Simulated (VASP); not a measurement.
# BaTiO3 in VASP: notebook

The runs below take BaTiO3 through single point, relaxation of the atoms, with PBEsol.

All numbers are computed with VASP 6.6.1; they aren't measurements. Logs are shortened: lines on timing, memory, paths and dates and some standing lists are left out, and cuts for length are marked.

**1. The cell of the first run**

The cell holds a slab with vacuum, 15 atoms: a = 3.970 Å, b = 3.970 Å, c = 16.925 Å, α = 90.00°, β = 90.00°, γ = 90.00°.

**2. Single point, PBEsol**

Contents of INCAR:

```
ALGO     = Normal         # electronic algorithm
DIPOL    = 0.5 0.5 0.488
EDIFF    = 1E-6           # SCF threshold, eV
ENCUT    = 520            # plane-wave cutoff, eV
GGA      = PS             # functional
GGA_COMPAT= F            
IDIPOL   = 3            
ISIF     = 2              # what is computed and relaxed
ISMEAR   = 0              # smearing method
LASPH    = T              # aspherical terms in the spheres
LCHARG   = T              # write CHGCAR
LDIPOL   = T            
LELF     = T              # ELF
LREAL    = F              # projectors in reciprocal space
LVACPOTAV= T            
LVHAR    = T            
LWAVE    = F              # write WAVECAR
NBANDS   = 73             # bands
NELM     = 120            # most SCF steps
NELMDL   = -8           
PREC     = Accurate       # precision mode
SIGMA    = 0.05           # smearing width, eV
```

Contents of KPOINTS:

```
k-points
0
Gamma
  7 7 1
```

Contents of POSCAR:

```
BaTiO3
1.0
    3.9698624757      0.0000000000      0.0000000000
    0.0000000000      3.9698624757      0.0000000000
    0.0000000000      0.0000000000     16.9247207546
Ti O Ba
3 9 3
Direct
    0.5000000000      0.5000000000      0.2067980944
    0.5000000000      0.5000000000      0.4413596189
    0.5000000000      0.5000000000      0.6759211434
    0.5000000000      0.0000000000      0.2067980944
    0.0000000000      0.5000000000      0.2067980944
    0.5000000000      0.5000000000      0.3240788566
    0.5000000000      0.0000000000      0.4413596189
    0.0000000000      0.5000000000      0.4413596189
    0.5000000000      0.5000000000      0.5586403811
    0.5000000000      0.0000000000      0.6759211434
    0.0000000000      0.5000000000      0.6759211434
    0.5000000000      0.5000000000      0.7932019056
    0.0000000000      0.0000000000      0.3240788566
    0.0000000000      0.0000000000      0.5586403811
    0.0000000000      0.0000000000      0.7932019056
```

Potentials or basis: VASP PAW PBE potentials, release 64 (Ti_sv, O, Ba_sv).

Run with:

```sh
$ cat potpaw_PBE.64/Ti_sv/POTCAR potpaw_PBE.64/O/POTCAR potpaw_PBE.64/Ba_sv/POTCAR > POTCAR
$ mpirun -np 1 vasp_std > vasp.out
```

OUTCAR:

```text
EDIFF = 1E-6
   ENCUT = 520
   GGA = PS
   ISIF = 2
   ISMEAR = 0
   LASPH = T
   LREAL = F
   NELM = 120
   NELMDL = -8
   PREC = Accurate

 ion  position               nearest neighbor table
   1  0.500  0.500  0.207-   4 1.98   5 1.98   4 1.98   5 1.98   6 1.98  13 3.44  13 3.44  13 3.44
                            13 3.44
   2  0.500  0.500  0.441-   7 1.98   8 1.98   7 1.98   8 1.98   9 1.98   6 1.98  14 3.44  14 3.44
                            14 3.44  14 3.44  13 3.44  13 3.44  13 3.44  13 3.44
   3  0.500  0.500  0.676-  10 1.98  11 1.98  10 1.98  11 1.98  12 1.98   9 1.98  15 3.44  15 3.44
                            15 3.44  15 3.44  14 3.44  14 3.44  14 3.44  14 3.44
   4  0.500  0.000  0.207-   1 1.98   1 1.98  13 2.81  13 2.81
   5  0.000  0.500  0.207-   1 1.98   1 1.98  13 2.81  13 2.81
   6  0.500  0.500  0.324-   1 1.98   2 1.98  13 2.81  13 2.81  13 2.81  13 2.81
   7  0.500  0.000  0.441-   2 1.98   2 1.98  14 2.81  14 2.81  13 2.81  13 2.81
   8  0.000  0.500  0.441-   2 1.98   2 1.98  14 2.81  14 2.81  13 2.81  13 2.81
   9  0.500  0.500  0.559-   2 1.98   3 1.98  14 2.81  14 2.81  14 2.81  14 2.81
  10  0.500  0.000  0.676-   3 1.98   3 1.98  15 2.81  15 2.81  14 2.81  14 2.81
  11  0.000  0.500  0.676-   3 1.98   3 1.98  15 2.81  15 2.81  14 2.81  14 2.81
  12  0.500  0.500  0.793-   3 1.98  15 2.81  15 2.81  15 2.81  15 2.81
  13  0.000  0.000  0.324-   6 2.81   6 2.81   6 2.81   6 2.81   5 2.81   4 2.81   4 2.81   5 2.81
                             7 2.81   8 2.81   7 2.81   8 2.81   1 3.44   1 3.44   1 3.44   1 3.44
  14  0.000  0.000  0.559-   9 2.81   9 2.81   9 2.81   9 2.81   8 2.81   7 2.81   7 2.81   8 2.81
                            10 2.81  11 2.81  10 2.81  11 2.81   2 3.44   2 3.44   2 3.44   2 3.44
  15  0.000  0.000  0.793-  12 2.81  12 2.81  12 2.81  12 2.81  11 2.81  10 2.81  10 2.81  11 2.81
                             3 3.44   3 3.44   3 3.44   3 3.44  14 3.97

  LATTYP: Found a simple tetragonal cell.
 ALAT       =     3.9698624757
 C/A-ratio  =     4.2633015270

  Lattice vectors:

 A1 = (   3.9698624757,   0.0000000000,   0.0000000000)
 A2 = (   0.0000000000,   3.9698624757,   0.0000000000)
 A3 = (   0.0000000000,   0.0000000000,  16.9247207546)

Analysis of symmetry for initial positions (statically):
=====================================================================
 Subroutine PRICEL returns:
 Original cell was already a primitive cell.

 Routine SETGRP: Setting up the symmetry group for a
 simple tetragonal supercell.

 Subroutine GETGRP returns: Found  8 space group operations
 (whereof  8 operations were pure point group operations)
 out of a pool of 16 trial point group operations.

The static configuration has the point symmetry C_4v.

Analysis of symmetry for dynamics (positions and initial velocities):
=====================================================================
 Subroutine PRICEL returns:
 Original cell was already a primitive cell.

 Routine SETGRP: Setting up the symmetry group for a
 simple tetragonal supercell.

 Subroutine GETGRP returns: Found  8 space group operations
 (whereof  8 operations were pure point group operations)
 out of a pool of 16 trial point group operations.

The dynamic configuration has the point symmetry C_4v.

 Subroutine INISYM returns: Found  8 space group operations
 (whereof  8 operations are pure point group operations),
 and found     1 'primitive' translations

----------------------------------------------------------------------------------------

                                     Primitive cell

  volume of cell :     266.7304

  direct lattice vectors                    reciprocal lattice vectors
     3.969862476  0.000000000  0.000000000     0.251897895  0.000000000  0.000000000
     0.000000000  3.969862476  0.000000000     0.000000000  0.251897895  0.000000000
     0.000000000  0.000000000 16.924720755     0.000000000  0.000000000  0.059085170

  length of vectors
     3.969862476  3.969862476 16.924720755     0.251897895  0.251897895  0.059085170

  position of ions in fractional coordinates (direct lattice)
     0.500000000  0.500000000  0.206798094
     0.500000000  0.500000000  0.441359619
     0.500000000  0.500000000  0.675921143
     0.500000000  0.000000000  0.206798094
     0.000000000  0.500000000  0.206798094
     0.500000000  0.500000000  0.324078857
[... 50 lines left out ...]
 ===========================================

 Found     10 irreducible k-points:

 Following reciprocal coordinates:
            Coordinates               Weight
  0.000000  0.000000  0.000000      1.000000
  0.142857  0.000000  0.000000      4.000000
  0.285714  0.000000  0.000000      4.000000
  0.428571  0.000000  0.000000      4.000000
  0.142857  0.142857  0.000000      4.000000
  0.285714  0.142857  0.000000      8.000000
  0.428571  0.142857  0.000000      8.000000
  0.285714  0.285714  0.000000      4.000000
  0.428571  0.285714  0.000000      8.000000
  0.428571  0.428571  0.000000      4.000000
   k-points           NKPTS =     10   k-points in BZ     NKDIM =     10   number of bands    NBANDS=     73
   number of dos      NEDOS =    301   number of ions     NIONS =     15
   total plane-waves  NPLWV = 113400
   dimension x,y,z NGX =    30 NGY =   30 NGZ =  126
   dimension x,y,z NGXF=    60 NGYF=   60 NGZF=  252
   ions per type =               3   9   3
   NGX,Y,Z   is equivalent  to a cutoff of  12.56, 12.56, 12.38 a.u.
   NGXF,Y,Z  is equivalent  to a cutoff of  25.13, 25.13, 24.75 a.u.
 SYSTEM =  unknown system
   PREC   = accura    normal or accurate (medium, high low for compatibility)
   ISTART =      0    job   : 0-new  1-cont  2-samecut
   ICHARG =      2    charge: 1-file 2-atom 10-const
   ISPIN  =      1    spin polarized calculation?
   LNONCOLLINEAR =      F non collinear calculations
   LSORBIT =      F    spin-orbit coupling
   LASPH  =      T    aspherical Exc in radial PAW
   ENCUT  =  520.0 eV  38.22 Ry    6.18 a.u.   7.38  7.38 31.47*2*pi/ulx,y,z
   NELM   =    120;   NELMIN=  2; NELMDL= -8     # of ELM steps
   EDIFF  = 0.1E-05   stopping-criterion for ELM
   LREAL  =      F    real-space projection
   EDIFFG = 0.1E-04   stopping-criterion for IOM
   NSW    =      0    number of steps for IOM
   IBRION =     -1    ionic relax: 0-MD 1-quasi-New 2-CG
   NFREE  =      0    steps in history (QN), initial steepest desc. (CG)
   ISIF   =      2    stress and relaxation
   ISYM   =      2    0-nonsym 1-usesym 2-fastsym
   POTIM  = 0.5000    time-step for ionic-motion
   TEBEG  =    0.0;   TEEND  =   0.0 temperature during run
   PSTRESS=    0.0 pullay stress
   NELECT =     120.0000    total number of electrons
   NUPDOWN=      -1.0000    fix difference up-down
   EMIN   =  10.00;   EMAX   =-10.00  energy-range for DOS
   EFERMI =   0.00;   METHOD = LEGACY
   ISMEAR =     0;   SIGMA  =   0.05  broadening in eV -4-tet -1-fermi 0-gaus
   EFERMI_NEDOS =   21; number of points for ismear=-14 and -15
   IALGO  =     38    algorithm
   IMIX   =      4    mixing-type and parameters
     AMIX     =   0.40;   BMIX     =  1.00
     AMIX_MAG =   1.60;   BMIX_MAG =  1.00
  volume/ion in A,a.u.               =      17.78       120.00
  Fermi-wavevector in a.u.,A,eV,Ry     =   1.254424  2.370518 21.409858  1.573580
  Thomas-Fermi vector in A             =   2.388230
   LORBIT       =      0    0 simple, 1 ext, 2 COOP (PROOUT), +10 PAW based schemes
   GGA     = PS    functional components
   LHFCALC =     F    Hartree Fock is set to
   AEXX    =    0.0000 exact exchange contribution
   IVDW    =     0    specifies the selected vdW correction
   LEPSILON=     F    determine dielectric tensor
   LRPA    =     F    only Hartree local field effects (RPA)
 non-spin polarized calculation
 Gauss-broadening in eV      SIGMA  =   0.05
  energy-cutoff  :      520.00
  volume of cell :      266.73
 maximum number of plane-waves:      7279
 NGX is ok and might be reduce to    30
   NGX = 15   NGY = 15   NGZ = 63

 dipolmoment           0.000000      0.000000      0.474173 electrons x Angstroem

 number of electron     119.9999952 magnetization

 dipolmoment           0.000000      0.000000     -0.239281 electrons x Angstroem

 Free energy of the ion-electron system (eV)
  ---------------------------------------------------
  ext. energy  EPLUGINS =         0.00000000
  ---------------------------------------------------
  free energy    TOTEN  =      -123.61847127 eV

  energy without entropy =     -123.61847127  energy(sigma->0) =     -123.61847127

 E-fermi :   2.4101     XC(G=0):  -8.9302

 val. band max:        2.1516840432   @ k =   0.4286   0.4286   0.0000
 cond. band min:       3.1302489998   @ k =   0.0000   0.0000   0.0000
 fundamental gap:      0.9785649566
 Fermi energy:         2.4100700992

 k-point     1 :       0.0000    0.0000    0.0000
  band No.  band energies     occupation
      1     -54.9366      2.00000
      2     -54.9234      2.00000
      3     -54.8437      2.00000
      4     -31.4539      2.00000
      5     -31.3054      2.00000
      6     -31.2545      2.00000
[... 739 lines left out ...]
     71       6.2247      0.00000
     72       6.4183      0.00000
 [bands above 72 left out]

------------------------ aborting loop because EDIFF is reached ----------------------------------------

  FORCE on cell =-STRESS in cart. coord.  units (eV):
  Direction    XX          YY          ZZ          XY          YZ          ZX
  --------------------------------------------------------------------------------------
  -------------------------------------------------------------------------------------
  Total       -4.3949099     -4.3949099     -2.5119194      0.0000000      0.0000000      0.0000000
  in kB      -26.3990393    -26.3990393    -15.0884230      0.0000000      0.0000000      0.0000000
  external PRESSURE =     -22.6288339 kB  Pullay stress =       0.0000000 kB

 VOLUME and BASIS-vectors are now :
 -----------------------------------------------------------------------------
  energy-cutoff  :      520.00
  volume of cell :      266.73
      direct lattice vectors                 reciprocal lattice vectors
     3.969862476  0.000000000  0.000000000     0.251897895  0.000000000  0.000000000
     0.000000000  3.969862476  0.000000000     0.000000000  0.251897895  0.000000000
     0.000000000  0.000000000 16.924720755     0.000000000  0.000000000  0.059085170

 POSITION                                       TOTAL-FORCE (eV/Angst)
 -----------------------------------------------------------------------------------
      1.98493      1.98493      3.50000         0.000000      0.000000      2.272752
      1.98493      1.98493      7.46989        -0.000000     -0.000000      0.172187
      1.98493      1.98493     11.43978        -0.000000     -0.000000      1.079574
      1.98493      0.00000      3.50000        -0.000000      0.000000     -0.502585
      0.00000      1.98493      3.50000        -0.000000     -0.000000     -0.502585
      1.98493      1.98493      5.48494        -0.000000     -0.000000     -0.875723
      1.98493      0.00000      7.46989        -0.000000      0.000000      0.064525
      0.00000      1.98493      7.46989         0.000000      0.000000      0.064525
      1.98493      1.98493      9.45483        -0.000000      0.000000     -0.276505
      1.98493      0.00000     11.43978        -0.000000      0.000000      0.162453
      0.00000      1.98493     11.43978        -0.000000      0.000000      0.162453
      1.98493      1.98493     13.42472        -0.000000     -0.000000     -0.373371
      0.00000      0.00000      5.48494        -0.000000      0.000000     -0.775890
      0.00000      0.00000      9.45483        -0.000000      0.000000     -0.152623
      0.00000      0.00000     13.42472        -0.000000      0.000000     -0.519189
 -----------------------------------------------------------------------------------
    total drift:                                0.000000      0.000000     -0.014973

  FREE ENERGIE OF THE ION-ELECTRON SYSTEM (eV)
  ---------------------------------------------------
  free  energy   TOTEN  =      -123.6184712733 eV

  energy  without entropy=     -123.6184712733  energy(sigma->0) =     -123.61847127
```

It took 19 min on 1 thread of AMD EPYC 7R13, shared host; peak memory 0.39 GiB.

What came out:

```yaml
Free_energy: -123.6185 eV
Largest_force: 2.273 eV/Å
Band_gap_on_the_k_mesh: 0.98 eV (least direct gap 1.56 eV)
```

Forces in eV/Å, atoms in the order of the input:
```
Ti   0.000  0.000  2.273
Ti   0.000  0.000  0.172
Ti   0.000  0.000  1.080
O    0.000  0.000 -0.503
O    0.000  0.000 -0.503
O    0.000  0.000 -0.876
O    0.000  0.000  0.065
O    0.000  0.000  0.065
O    0.000  0.000 -0.277
O    0.000  0.000  0.162
O    0.000  0.000  0.162
O    0.000  0.000 -0.373
Ba   0.000  0.000 -0.776
Ba   0.000  0.000 -0.153
Ba   0.000  0.000 -0.519
```

Caveat: the PAW data sets were made with another functional, which shifts forces and pressure a little; spin-orbit coupling is left out, which moves the levels of the heavy elements.

(Continued in part 2 of 2.)
